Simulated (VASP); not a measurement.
BaZrO3, 5 atoms in the cell. Symmetry: Pm-3m, No. 221, cubic system. Conventional cell: a = 4.118 Å, b = 4.118 Å, c = 4.118 Å, α = 90.00°, β = 90.00°, γ = 90.00°. Within 3.8 Å of Ba (site symmetry m-3m) lie 12 O at 2.91 Å and 8 Zr at 3.57 Å. Zr (site symmetry m-3m) has 6 O at 2.06 Å within 2.7 Å. O (site symmetry 4/mmm) has 2 Zr at 2.06 Å within 2.7 Å. 

- Program: VASP 6.6.1
- Task: single point
- Functional: LDA
- Potentials or basis: VASP PAW LDA potentials, release 64 (Ba_sv, Zr_sv, O)
- Cutoff: 520 eV
- k mesh: 4 × 4 × 4
- Occupations: gaussian, width 0.01 eV
- Spin: no spin polarisation
- Dipole correction: no
- Further INCAR settings: ALGO = Normal; EDIFF = 1e-06; NBANDS = 28

Potentials or basis: VASP PAW LDA potentials, release 64 (Ba_sv, Zr_sv, O).

Run with:

```sh
$ cat potpaw_LDA.64/Ba_sv/POTCAR potpaw_LDA.64/Zr_sv/POTCAR potpaw_LDA.64/O/POTCAR > POTCAR
$ mpirun -np 1 vasp_std > vasp.out
```

Hardware: 1 thread of AMD EPYC 7R43 64-Core Processor (Zen 3), with other jobs on the host.

Question: Estimate the wall time of this run.

Answer: It took 20 s on 1 thread of AMD EPYC 7R43 64-Core Processor (Zen 3), on a shared host, peak memory 0.13 GiB. Counts: scf iterations 14, k points 10.
